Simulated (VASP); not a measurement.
# Li: single point with LDA

Crystal: Li.

```xyz
3
Lattice="1.2588 0.7268 6.0502 -1.2588 0.7268 6.0502 0.0000 -1.4536 6.0502" Properties=species:S:1:pos:R:3 pbc="T T T"
Li    0.0000    0.0000    0.0000
Li    0.0000    0.0000    4.0344
Li    0.0000    0.0000   14.1162
```

```
Program             : VASP 6.6.1
Task                : single point
Functional          : LDA
Potentials or basis : VASP PAW LDA potentials, release 64 (Li_sv)
Cutoff              : 520 eV
k mesh              : 10 × 10 × 10
Occupations         : fermi-dirac, width 0.1 eV
Spin                : no spin polarisation
```

The band gap on the k mesh is zero (an odd number of electrons rules out a gap without spin polarisation).

Levels at points of the mesh, in eV from the Fermi level:
```csv
k point,band 3,band 4,band 5,band 6,band 7,band 8
"(0.00, 0.00, 0.00)",-44.70,-3.91,-1.76,-1.76,9.37,9.38
"(0.50, 0.00, 0.00)",-44.62,-0.37,1.30,1.32,6.12,6.57
"(0.50, 0.50, 0.00)",-44.61,0.12,0.15,1.94,5.87,6.73
"(0.50, 0.50, 0.50)",-44.65,-3.37,-3.37,-0.20,5.91,16.33
```

It took 85 s on 1 thread of Intel(R) Xeon(R) Platinum 8559C (Emerald Rapids), with other jobs on the host, peak memory 0.23 GiB.
